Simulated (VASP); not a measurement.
# TaN (zincblende type) (F-43m) in VASP: a series of runs, part 2 of 2

VASP 6.6.1. The steps go on from the part before.

## Step 3: Single point, PBE

This run uses another cell than the first one, of 11.11 Å³/atom.

The input, INCAR:

```
SYSTEM = TaN
ALGO     = Normal         ! electronic algorithm
EDIFF    = 1E-6           ! SCF threshold, eV
ENCUT    = 600            ! plane-wave cutoff, eV
GGA      = PE             ! functional
GGA_COMPAT= .False.      
ISIF     = 2              ! what is computed and relaxed
ISMEAR   = -1             ! smearing method
LASPH    = .True.         ! aspherical terms in the spheres
LCHARG   = .False.        ! write CHGCAR
LREAL    = .False.        ! projectors in reciprocal space
LWAVE    = .False.        ! write WAVECAR
NBANDS   = 15             ! bands
NELM     = 120            ! most SCF steps
PREC     = Accurate       ! precision mode
SIGMA    = 0.08           ! smearing width, eV
```

The input, KPOINTS:

```
k-points
0
Gamma
  15 15 15
  0 0 0
```

The input, POSCAR:

```
TaN
1.0
    0.0000000000      2.2315441469      2.2315441469
    2.2315441469      0.0000000000      2.2315441469
    2.2315441469      2.2315441469      0.0000000000
Ta N
1 1
Direct
    0.0000000000      0.0000000000      0.0000000000
    0.2500000000      0.2500000000      0.2500000000
```

Potentials or basis: VASP PAW PBE potentials, release 64 (Ta_pv, N).

The run is started by

```
cat potpaw_PBE.64/Ta_pv/POTCAR potpaw_PBE.64/N/POTCAR > POTCAR
mpirun -np 1 vasp_std > vasp.out
```

OUTCAR:

```text
SYSTEM = TaN
   EDIFF = 1E-6
   ENCUT = 600
   GGA = PE
   ISIF = 2
   ISMEAR = -1
   LASPH = .True.
   LREAL = .False.
   NELM = 120
   PREC = Accurate

 ion  position               nearest neighbor table
   1  0.000  0.000  0.000-   2 1.93   2 1.93   2 1.93   2 1.93
   2  0.250  0.250  0.250-   1 1.93   1 1.93   1 1.93   1 1.93

  LATTYP: Found a face centered cubic cell.
 ALAT       =     4.4630882938

  Lattice vectors:

 A1 = (   0.0000000000,   2.2315441469,   2.2315441469)
 A2 = (   2.2315441469,   0.0000000000,   2.2315441469)
 A3 = (   2.2315441469,   2.2315441469,   0.0000000000)

Analysis of symmetry for initial positions (statically):
=====================================================================
 Subroutine PRICEL returns:
 Original cell was already a primitive cell.

 Routine SETGRP: Setting up the symmetry group for a
 face centered cubic supercell.

 Subroutine GETGRP returns: Found 24 space group operations
 (whereof 24 operations were pure point group operations)
 out of a pool of 48 trial point group operations.

The static configuration has the point symmetry T_d .

Analysis of symmetry for dynamics (positions and initial velocities):
=====================================================================
 Subroutine PRICEL returns:
 Original cell was already a primitive cell.

 Routine SETGRP: Setting up the symmetry group for a
 face centered cubic supercell.

 Subroutine GETGRP returns: Found 24 space group operations
 (whereof 24 operations were pure point group operations)
 out of a pool of 48 trial point group operations.

The dynamic configuration has the point symmetry T_d .

 Subroutine INISYM returns: Found 24 space group operations
 (whereof 24 operations are pure point group operations),
 and found     1 'primitive' translations

----------------------------------------------------------------------------------------

                                     Primitive cell

  volume of cell :      22.2252

[... 113 lines left out ...]
   GGA     = PE    functional components
   LHFCALC =     F    Hartree Fock is set to
   AEXX    =    0.0000 exact exchange contribution
   IVDW    =     0    specifies the selected vdW correction
   LEPSILON=     F    determine dielectric tensor
   LRPA    =     F    only Hartree local field effects (RPA)
 non-spin polarized calculation
  energy-cutoff  :      600.00
  volume of cell :       22.23
 maximum number of plane-waves:       754
 NGX is ok and might be reduce to    28
   NGX = 13   NGY = 13   NGZ = 13

 number of electron      16.0000000 magnetization

 Free energy of the ion-electron system (eV)
  ---------------------------------------------------
  ext. energy  EPLUGINS =         0.00000000
  ---------------------------------------------------
  free energy    TOTEN  =       -20.62395471 eV

  energy without entropy =      -20.60472069  energy(sigma->0) =      -20.61433770

 E-fermi :   8.8115     XC(G=0): -12.9343

 val. band max:        8.7991753076   @ k =  -0.2667   0.4667   0.2000
 cond. band min:       8.8214155505   @ k =  -0.2667   0.3333   0.0667
 fundamental gap:      0.0222402429
 Fermi energy:         8.8114551151

 k-point     1 :       0.0000    0.0000    0.0000
  band No.  band energies     occupation
      1     -26.4956      2.00000
      2     -26.4956      2.00000
      3     -26.4956      2.00000
      4     -10.0767      2.00000
      5       0.5146      2.00000
      6       0.5146      2.00000
      7       0.5146      2.00000
      8       7.9089      1.99997
      9       9.4061      0.00118
     10       9.4061      0.00118
     11      15.5917      0.00000
     12      15.5917      0.00000
     13      15.5917      0.00000
     14      21.8762      0.00000
[... 401 lines left out ...]
      2     -26.5760      2.00000
      3     -26.5701      2.00000
      4      -9.3789      2.00000
      5      -0.2124      2.00000
      6       1.0776      2.00000
      7       1.0977      2.00000
      8       7.7747      2.00000
      9       9.8239      0.00001
     10       9.9126      0.00000
     11      15.4038      0.00000
     12      15.7965      0.00000
     13      16.3455      0.00000
     14      20.8103      0.00000
     15      21.8824      0.00000

 [... further k-points ...]
[... 5 lines left out ...]
  --------------------------------------------------------------------------------------
  -------------------------------------------------------------------------------------
  Total        9.9450742      9.9450742      9.9450742      0.0000000     -0.0000000     -0.0000000
  in kB      716.9224273    716.9224273    716.9224273      0.0000000     -0.0000000     -0.0000000
  external PRESSURE =     716.9224273 kB  Pullay stress =       0.0000000 kB

 VOLUME and BASIS-vectors are now :
 -----------------------------------------------------------------------------
  energy-cutoff  :      600.00
  volume of cell :       22.23
      direct lattice vectors                 reciprocal lattice vectors
     0.000000000  2.231544147  2.231544147    -0.224060098  0.224060098  0.224060098
     2.231544147  0.000000000  2.231544147     0.224060098 -0.224060098  0.224060098
     2.231544147  2.231544147  0.000000000     0.224060098  0.224060098 -0.224060098

 POSITION                                       TOTAL-FORCE (eV/Angst)
 -----------------------------------------------------------------------------------
      0.00000      0.00000      0.00000         0.000000      0.000000      0.000000
      1.11577      1.11577      1.11577        -0.000000     -0.000000     -0.000000
 -----------------------------------------------------------------------------------
    total drift:                                0.000000      0.000000      0.000000

  FREE ENERGIE OF THE ION-ELECTRON SYSTEM (eV)
  ---------------------------------------------------
  free  energy   TOTEN  =       -20.6239547148 eV

  energy  without entropy=      -20.6047206938  energy(sigma->0) =      -20.61433770
```

OSZICAR:

```text
N       E                     dE             d eps       ncg     rms          rms(c)
DAV:   1     0.110644738739E+03    0.11064E+03   -0.94412E+03  3600   0.123E+03
DAV:   2    -0.203130907176E+02   -0.13096E+03   -0.12407E+03  4503   0.335E+02
DAV:   3    -0.240457538769E+02   -0.37327E+01   -0.37123E+01  4153   0.554E+01
DAV:   4    -0.240616868981E+02   -0.15933E-01   -0.15930E-01  4657   0.398E+00
DAV:   5    -0.240617797211E+02   -0.92823E-04   -0.92820E-04  4181   0.283E-01    0.341E+01
DAV:   6    -0.206593892574E+02    0.34024E+01   -0.72046E+00  4377   0.307E+01    0.136E+01
DAV:   7    -0.206463680212E+02    0.13021E-01   -0.67296E-01  4153   0.699E+00    0.949E+00
DAV:   8    -0.206361538552E+02    0.10214E-01   -0.99951E-02  4538   0.244E+00    0.226E+00
DAV:   9    -0.206237878711E+02    0.12366E-01   -0.21962E-02  4223   0.135E+00    0.144E-01
DAV:  10    -0.206239717560E+02   -0.18388E-03   -0.15053E-03  4167   0.342E-01    0.958E-02
DAV:  11    -0.206239549764E+02    0.16780E-04   -0.49939E-05  4426   0.632E-02    0.992E-03
DAV:  12    -0.206239547148E+02    0.26161E-06   -0.48591E-06  4013   0.218E-02
   1 F= -.20623955E+02 E0= -.20614338E+02  d E =-.192340E-01
```

stdout:

```text
POSCAR found type information on POSCAR TaN
 POSCAR found :  2 types and       2 ions
 scaLAPACK will be used
 LDA part: xc-table for (Slater+PW92), standard interpolation
 POSCAR, INCAR and KPOINTS ok, starting setup
 FFT: planning ... GRIDC
 FFT: planning ... GRID_SOFT
 FFT: planning ... GRID
 WAVECAR not read
 entering main loop
```

It took 90 s on 1 thread of Intel Xeon 8259CL, shared host; peak memory 0.2 GiB.

Results:

* Free energy: -20.6240 eV
* Pressure: 71.7 GPa
* Band gap on the k mesh: zero (bands 8 and 9 overlap by 1.29 eV)

Caveat: the cell stands under pressure; spin-orbit coupling is left out, which moves the levels of the heavy elements.
